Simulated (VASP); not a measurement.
# CuW (P6_3/mmc) in VASP: a series of runs

The runs below take CuW through single point, relaxation of cell and atoms, with PBE.

Everything below comes from runs of VASP 6.6.1. Logs are shortened: lines on timing, memory, paths and dates and some standing lists are left out, and cuts for length are marked.

## Step 1: The cell of the first run

The structure is hexagonal, space group P6_3/mmc (No. 194). The conventional cell has a = 3.586 Å, b = 3.586 Å, c = 5.729 Å, α = 90.00°, β = 90.00°, γ = 120.00°. Within 3.3 Å of Cu (site symmetry -6m2) lie 6 W at 2.52 Å. Within 3.3 Å of W (site symmetry -3m) lie 6 Cu at 2.52 Å and 2 W at 2.86 Å.

The cell was generated, and may not be a known phase.

## Step 2: Single point, PBE

INCAR

```
SYSTEM = CuW
PREC = Accurate ; ENCUT = 520
EDIFF = 1E-6 ; ISMEAR = 0
SIGMA = 0.1 ; LREAL = .FALSE.
LASPH = .TRUE. ; NELM = 80
ALGO = Normal ; ISIF = 2
LWAVE = .FALSE. ; LCHARG = .TRUE.
GGA = PE ; LELF = .TRUE.
LVHAR = .TRUE. ; NBANDS = 33
```

KPOINTS

```
Automatic mesh
0
G
  6 6 4
  0 0 0
```

POSCAR

```
CuW
1.0
    3.5857991665      0.0000000000      0.0000000000
   -1.7928995832      3.1053931710      0.0000000000
    0.0000000000      0.0000000000      5.7285820992
Cu W
2 2
Direct
    0.3333333333      0.6666666667      0.2500000000
    0.6666666667      0.3333333333      0.7500000000
    0.0000000000      0.0000000000      0.0000000000
    0.0000000000      0.0000000000      0.5000000000
```

Potentials or basis: VASP PAW PBE potentials, release 64 (Cu, W_sv).

Started as:

```console
$ cat potpaw_PBE.64/Cu/POTCAR potpaw_PBE.64/W_sv/POTCAR > POTCAR
$ mpirun -np 1 vasp_std > vasp.out
```

OUTCAR:

```text
SYSTEM = CuW
   PREC = Accurate
   ENCUT = 520
   EDIFF = 1E-6
   ISMEAR = 0
   LREAL = .FALSE.
   LASPH = .TRUE.
   NELM = 80
   ISIF = 2
   GGA = PE

 ion  position               nearest neighbor table
   1  0.333  0.667  0.250-   3 2.52   4 2.52   3 2.52   4 2.52   3 2.52   4 2.52
   2  0.667  0.333  0.750-   3 2.52   4 2.52   3 2.52   4 2.52   3 2.52   4 2.52
   3  0.000  0.000  0.000-   1 2.52   2 2.52   1 2.52   2 2.52   2 2.52   1 2.52   4 2.86   4 2.86

   4  0.000  0.000  0.500-   1 2.52   2 2.52   1 2.52   2 2.52   2 2.52   1 2.52   3 2.86   3 2.86

  LATTYP: Found a hexagonal cell.
 ALAT       =     3.5857991665
 C/A-ratio  =     1.5975747199

  Lattice vectors:

 A1 = (   3.5857991665,   0.0000000000,   0.0000000000)
 A2 = (  -1.7928995832,   3.1053931710,   0.0000000000)
 A3 = (   0.0000000000,   0.0000000000,   5.7285820992)

Analysis of symmetry for initial positions (statically):
=====================================================================
 Subroutine PRICEL returns:
 Original cell was already a primitive cell.

 Routine SETGRP: Setting up the symmetry group for a
 hexagonal supercell.

 Subroutine GETGRP returns: Found 24 space group operations
 (whereof 12 operations were pure point group operations)
 out of a pool of 24 trial point group operations.

The static configuration has the point symmetry D_3d.
 The point group associated with its full space group is D_6h.

Analysis of symmetry for dynamics (positions and initial velocities):
=====================================================================
 Subroutine PRICEL returns:
 Original cell was already a primitive cell.

 Routine SETGRP: Setting up the symmetry group for a
 hexagonal supercell.

 Subroutine GETGRP returns: Found 24 space group operations
 (whereof 12 operations were pure point group operations)
 out of a pool of 24 trial point group operations.

The dynamic configuration has the point symmetry D_3d.
 The point group associated with its full space group is D_6h.

 Subroutine INISYM returns: Found 24 space group operations
 (whereof 12 operations are pure point group operations),
 and found     1 'primitive' translations

----------------------------------------------------------------------------------------

                                     Primitive cell

  volume of cell :      63.7896

[... 87 lines left out ...]
   NELM   =     80;   NELMIN=  2; NELMDL= -5     # of ELM steps
   EDIFF  = 0.1E-05   stopping-criterion for ELM
   LREAL  =      F    real-space projection
   EDIFFG = 0.1E-04   stopping-criterion for IOM
   NSW    =      0    number of steps for IOM
   IBRION =     -1    ionic relax: 0-MD 1-quasi-New 2-CG
   NFREE  =      0    steps in history (QN), initial steepest desc. (CG)
   ISIF   =      2    stress and relaxation
   ISYM   =      2    0-nonsym 1-usesym 2-fastsym
   POTIM  = 0.5000    time-step for ionic-motion
   TEBEG  =    0.0;   TEEND  =   0.0 temperature during run
   PSTRESS=    0.0 pullay stress
   NELECT =      50.0000    total number of electrons
   NUPDOWN=      -1.0000    fix difference up-down
   EMIN   =  10.00;   EMAX   =-10.00  energy-range for DOS
   EFERMI =   0.00;   METHOD = LEGACY
   ISMEAR =     0;   SIGMA  =   0.10  broadening in eV -4-tet -1-fermi 0-gaus
   EFERMI_NEDOS =   21; number of points for ismear=-14 and -15
   IALGO  =     38    algorithm
   IMIX   =      4    mixing-type and parameters
     AMIX     =   0.40;   BMIX     =  1.00
     AMIX_MAG =   1.60;   BMIX_MAG =  1.00
  volume/ion in A,a.u.               =      15.95       107.62
  Fermi-wavevector in a.u.,A,eV,Ry     =   1.509437  2.852422 30.999506  2.278399
  Thomas-Fermi vector in A             =   2.619759
   LORBIT       =      0    0 simple, 1 ext, 2 COOP (PROOUT), +10 PAW based schemes
   GGA     = PE    functional components
   LHFCALC =     F    Hartree Fock is set to
   AEXX    =    0.0000 exact exchange contribution
   IVDW    =     0    specifies the selected vdW correction
   LEPSILON=     F    determine dielectric tensor
   LRPA    =     F    only Hartree local field effects (RPA)
 non-spin polarized calculation
 Gauss-broadening in eV      SIGMA  =   0.10
  energy-cutoff  :      520.00
  volume of cell :       63.79
 maximum number of plane-waves:      1743
 NGX is ok and might be reduce to    28
   NGX = 13   NGY = 13   NGZ = 21

 number of electron      49.9999990 magnetization

 Free energy of the ion-electron system (eV)
  ---------------------------------------------------
  ext. energy  EPLUGINS =         0.00000000
  ---------------------------------------------------
  free energy    TOTEN  =       -28.26521695 eV

  energy without entropy =      -28.25569204  energy(sigma->0) =      -28.26045449

 E-fermi :   7.9942     XC(G=0): -12.3529

 val. band max:        7.9768411320   @ k =   0.1667   0.1667   0.0000
 cond. band min:       8.0376507112   @ k =   0.1667   0.0000   0.2500
 fundamental gap:      0.0608095792
 Fermi energy:         7.9941502023

 k-point     1 :       0.0000    0.0000    0.0000
  band No.  band energies     occupation
      1     -66.2272      2.00000
      2     -66.1939      2.00000
      3     -30.5876      2.00000
      4     -30.4333      2.00000
      5     -30.4333      2.00000
      6     -30.3747      2.00000
[... 745 lines left out ...]
     32      12.3842      0.00000
     33      13.2318      0.00000

------------------------ aborting loop because EDIFF is reached ----------------------------------------

  FORCE on cell =-STRESS in cart. coord.  units (eV):
  Direction    XX          YY          ZZ          XY          YZ          ZX
  --------------------------------------------------------------------------------------
  -------------------------------------------------------------------------------------
  Total        0.1502420      0.1502420      0.0911088      0.0000000     -0.0000000      0.0000000
  in kB        3.7735690      3.7735690      2.2883423      0.0000000     -0.0000000      0.0000000
  external PRESSURE =       3.2784934 kB  Pullay stress =       0.0000000 kB

 VOLUME and BASIS-vectors are now :
 -----------------------------------------------------------------------------
  energy-cutoff  :      520.00
  volume of cell :       63.79
      direct lattice vectors                 reciprocal lattice vectors
     3.585799167  0.000000000  0.000000000     0.278877861  0.161010208  0.000000000
    -1.792899583  3.105393171  0.000000000     0.000000000  0.322020416  0.000000000
     0.000000000  0.000000000  5.728582099     0.000000000  0.000000000  0.174563266

 POSITION                                       TOTAL-FORCE (eV/Angst)
 -----------------------------------------------------------------------------------
     -0.00000      2.07026      1.43215         0.000000     -0.000000      0.000000
      1.79290      1.03513      4.29644        -0.000000      0.000000      0.000000
      0.00000      0.00000      0.00000         0.000000      0.000000      0.000000
      0.00000      0.00000      2.86429         0.000000      0.000000      0.000000
 -----------------------------------------------------------------------------------
    total drift:                               -0.000000      0.000000     -0.000000

  FREE ENERGIE OF THE ION-ELECTRON SYSTEM (eV)
  ---------------------------------------------------
  free  energy   TOTEN  =       -28.2652169452 eV

  energy  without entropy=      -28.2556920386  energy(sigma->0) =      -28.26045449
```

OSZICAR:

```text
N       E                     dE             d eps       ncg     rms          rms(c)
DAV:   1     0.506628016664E+03    0.50663E+03   -0.24907E+04  1418   0.214E+03
DAV:   2     0.875988690886E+01   -0.49787E+03   -0.48170E+03  1395   0.523E+02
DAV:   3    -0.308442627994E+02   -0.39604E+02   -0.35863E+02  1710   0.152E+02
DAV:   4    -0.326374199089E+02   -0.17932E+01   -0.17663E+01  1905   0.340E+01
DAV:   5    -0.326710195512E+02   -0.33600E-01   -0.33277E-01  1800   0.390E+00    0.281E+01
DAV:   6    -0.346811617904E+02   -0.20101E+01   -0.66716E+01  1529   0.187E+02    0.161E+01
DAV:   7    -0.283005351267E+02    0.63806E+01   -0.23441E+01  1604   0.826E+01    0.567E+00
DAV:   8    -0.284406730227E+02   -0.14014E+00   -0.21687E+00  1988   0.138E+01    0.378E+00
DAV:   9    -0.282937482024E+02    0.14692E+00   -0.10169E+00  1918   0.237E+01    0.124E+00
DAV:  10    -0.282766644592E+02    0.17084E-01   -0.10301E-01  2137   0.459E+00    0.100E+00
DAV:  11    -0.282668019407E+02    0.98625E-02   -0.17295E-02  1971   0.179E+00    0.316E-01
DAV:  12    -0.282651896876E+02    0.16123E-02   -0.50595E-03  2002   0.144E+00    0.374E-02
DAV:  13    -0.282652220613E+02   -0.32374E-04   -0.46474E-04  1729   0.144E-01    0.372E-02
DAV:  14    -0.282652200062E+02    0.20552E-05   -0.57356E-06  1400   0.212E-02    0.261E-02
DAV:  15    -0.282652170194E+02    0.29868E-05   -0.77256E-06  1134   0.644E-02    0.331E-03
DAV:  16    -0.282652169452E+02    0.74170E-07   -0.65341E-07   744   0.791E-03
   1 F= -.28265217E+02 E0= -.28260454E+02  d E =-.952491E-02
```

stdout:

```text
POSCAR found type information on POSCAR CuW
 POSCAR found :  2 types and       4 ions
 scaLAPACK will be used
 LDA part: xc-table for (Slater+PW92), standard interpolation
 POSCAR, INCAR and KPOINTS ok, starting setup
 FFT: planning ... GRIDC
 FFT: planning ... GRID_SOFT
 FFT: planning ... GRID
 WAVECAR not read
 entering main loop
```

Run time: 1.7 min. Hardware: 1 thread of Intel Xeon 8259CL, shared host; peak memory 0.21 GiB.

What came out:

* Free energy: -28.2652 eV
* Pressure: 0.3 GPa
* Band gap on the k mesh: zero (bands 25 and 26 overlap by 1.73 eV)

Levels at points of the mesh, in eV from the Fermi level:
```
           k point  band 23  band 24  band 25  band 26  band 27  band 28
(0.00, 0.00, 0.00)    -1.72    -1.21     0.56     0.56     0.96     0.96
(0.50, 0.00, 0.00)    -1.51    -0.98     1.25     1.38     1.38     1.55
(0.00, 0.00, 0.50)    -0.17    -0.17    -0.17    -0.17     1.12     1.12
(0.50, 0.00, 0.50)    -0.39    -0.39    -0.31    -0.31     1.49     1.49
```

Caveat: spin-orbit coupling is left out, which moves the levels of the heavy elements.

## Step 3: Relaxation of cell and atoms, PBE

This run uses another cell than the first one, of 16.46 Å³/atom.

INCAR

```
PREC     = Accurate       # precision mode
ENCUT    = 600            # plane-wave cutoff, eV
EDIFF    = 1E-6           # SCF threshold, eV
ISMEAR   = 0              # smearing method
SIGMA    = 0.1            # smearing width, eV
LREAL    = False          # projectors in reciprocal space
LASPH    = True           # aspherical terms in the spheres
NELM     = 60             # most SCF steps
ALGO     = Normal         # electronic algorithm
ISIF     = 3              # what is computed and relaxed
LWAVE    = False          # write WAVECAR
LCHARG   = False          # write CHGCAR
GGA      = PE             # functional
IBRION   = 2              # ionic algorithm
NSW      = 90             # ionic steps
EDIFFG   = -0.04          # ionic threshold
```

KPOINTS

```
regular mesh
0
Gamma
  6 6 4
```

POSCAR

```
CuW
1.0
    3.5984823600      0.0000000000      0.0000000000
   -1.7992411800      3.1163771400      0.0000000000
    0.0000000000      0.0000000000      5.8719552300
Cu W
2 2
Direct
    0.3333333300      0.6666666700      0.2500000000
    0.6666666700      0.3333333300      0.7500000000
    0.0000000000      0.0000000000      0.0000000000
    0.0000000000      0.0000000000      0.5000000000
```

Potentials or basis: VASP PAW PBE potentials, release 64 (Cu, W_sv).

Started as:

```console
$ cat potpaw_PBE.64/Cu/POTCAR potpaw_PBE.64/W_sv/POTCAR > POTCAR
$ mpirun -np 1 vasp_std > vasp.out
```

OUTCAR:

```text
PREC = Accurate
   ENCUT = 600
   EDIFF = 1E-6
   ISMEAR = 0
   LREAL = False
   LASPH = True
   NELM = 60
   ISIF = 3
   GGA = PE
   IBRION = 2
   NSW = 90
   EDIFFG = -0.04

 ion  position               nearest neighbor table
   1  0.333  0.667  0.250-   3 2.54   4 2.54   3 2.54   4 2.54   3 2.54   4 2.54
   2  0.667  0.333  0.750-   3 2.54   4 2.54   3 2.54   4 2.54   3 2.54   4 2.54
   3  0.000  0.000  0.000-   1 2.54   2 2.54   2 2.54   1 2.54   2 2.54   1 2.54   4 2.94   4 2.94

   4  0.000  0.000  0.500-   1 2.54   2 2.54   2 2.54   1 2.54   2 2.54   1 2.54   3 2.94   3 2.94

  LATTYP: Found a hexagonal cell.
 ALAT       =     3.5984823600
 C/A-ratio  =     1.6317865818

[... 190 lines left out ...]
  --------------------------------------------------------------------------------------
  -------------------------------------------------------------------------------------
  Total       -1.9918604     -1.9918604     -2.8752124      0.0000000     -0.0000000      0.0000000
  in kB      -48.4637891    -48.4637891    -69.9565518      0.0000000     -0.0000000      0.0000000
  external PRESSURE =     -55.6280433 kB  Pullay stress =       0.0000000 kB
[... 101 lines left out ...]
--------------------------------------- Ionic step        4  -------------------------------------------

 number of electron      50.0000011 magnetization

 Free energy of the ion-electron system (eV)
  ---------------------------------------------------
  ext. energy  EPLUGINS =         0.00000000
  ---------------------------------------------------
  free energy    TOTEN  =       -28.26428950 eV

  energy without entropy =      -28.25482544  energy(sigma->0) =      -28.25955747

 E-fermi :   8.0023     XC(G=0): -12.3613

 val. band max:        7.9107409746   @ k =   0.3333   0.0000   0.0000
 cond. band min:       8.0281425862   @ k =   0.1667   0.0000   0.2500
 fundamental gap:      0.1174016115
 Fermi energy:         8.0022538645

 k-point     1 :       0.0000    0.0000    0.0000
  band No.  band energies     occupation
      1     -66.2300      2.00000
      2     -66.2012      2.00000
      3     -30.5656      2.00000
      4     -30.4261      2.00000
      5     -30.4261      2.00000
      6     -30.3743      2.00000
[... 713 lines left out ...]
  FREE ENERGIE OF THE ION-ELECTRON SYSTEM (eV)
  ---------------------------------------------------
  free  energy   TOTEN  =       -28.2642894961 eV

  energy  without entropy=      -28.2548254358  energy(sigma->0) =      -28.25955747

 reached required accuracy - stopping structural energy minimisation
```

CONTCAR:

```text
CuW
   1.00000000000000
     3.5647349722561108   -0.0000000000000000    0.0000000000000000
    -1.7823674861280554    3.0871510448695156   -0.0000000000000000
    -0.0000000000000000   -0.0000000000000000    5.7924648547133355
  Cu              W
     2     2
Direct
     0.3333333300000021    0.6666666699999979    0.2500000000000000
     0.6666666699999979    0.3333333300000021    0.7500000000000000
     1.0000000000000000    0.0000000000000000    0.0000000000000000
     0.0000000000000000    0.0000000000000000    0.5000000000000000

  0.00000000E+00  0.00000000E+00  0.00000000E+00
  0.00000000E+00  0.00000000E+00  0.00000000E+00
  0.00000000E+00  0.00000000E+00  0.00000000E+00
  0.00000000E+00  0.00000000E+00  0.00000000E+00
```

Run time: 6.3 min. Hardware: 1 thread of Intel Xeon 8259CL, shared host; peak memory 0.23 GiB.

Results:

- Free energy: -28.2643 eV
- Relaxed volume: 15.94 Å³/atom
- Relaxed cell: a = 3.565 Å, b = 3.565 Å, c = 5.792 Å, α = 90.00°, β = 90.00°, γ = 120.00°
- Space group after relaxing (to 0.1 Å): P6_3/mmc (No. 194)
- Energy gained by relaxing: 9.6 meV/atom
- Ionic steps: 4
- Pressure after relaxing: 0.1 GPa
- Band gap on the k mesh: zero (bands 25 and 26 overlap by 1.69 eV)

Step by step:
```csv
step,energy change (eV),largest force (eV/Å),pressure (GPa),volume (Å³)
1,0.0000,0.0000,-5.56,65.85
2,0.0668,0.0000,10.86,60.55
3,-0.0384,0.0000,0.03,63.79
4,-0.0384,0.0000,0.12,63.75
```

Final structure:
```cif
data_structure
_symmetry_space_group_name_H-M 'P 1'
_symmetry_Int_Tables_number 1
_cell_length_a 3.5647
_cell_length_b 3.5647
_cell_length_c 5.7925
_cell_angle_alpha 90.000
_cell_angle_beta 90.000
_cell_angle_gamma 120.000
_cell_volume 63.75
loop_
_atom_site_label
_atom_site_type_symbol
_atom_site_fract_x
_atom_site_fract_y
_atom_site_fract_z
_atom_site_occupancy
Cu1 Cu 0.33333 0.66667 0.25000 1
Cu2 Cu 0.66667 0.33333 0.75000 1
W1 W 0.00000 0.00000 0.00000 1
W2 W 0.00000 0.00000 0.50000 1
```

Levels at points of the mesh, in eV from the Fermi level:
```tsv
k point	band 21	band 22	band 23	band 24	band 25	band 26	band 27	band 28	band 29	band 30
(0.00, 0.00, 0.00)	-1.96	-1.67	-1.67	-1.14	0.64	0.64	0.92	0.92	2.53	2.53
(0.50, 0.00, 0.00)	-2.51	-1.86	-1.45	-0.91	1.16	1.25	1.44	1.51	1.89	2.28
(0.00, 0.00, 0.50)	-0.73	-0.73	-0.16	-0.16	-0.16	-0.16	1.15	1.15	1.15	1.15
(0.50, 0.00, 0.50)	-2.97	-2.97	-0.41	-0.41	-0.26	-0.26	1.43	1.43	1.67	1.67
```

Caveat: spin-orbit coupling is left out, which moves the levels of the heavy elements.

(Part 1 of 2 ends here.)

The gap in the log of VASP goes by the Fermi energy; the results here count the filled bands.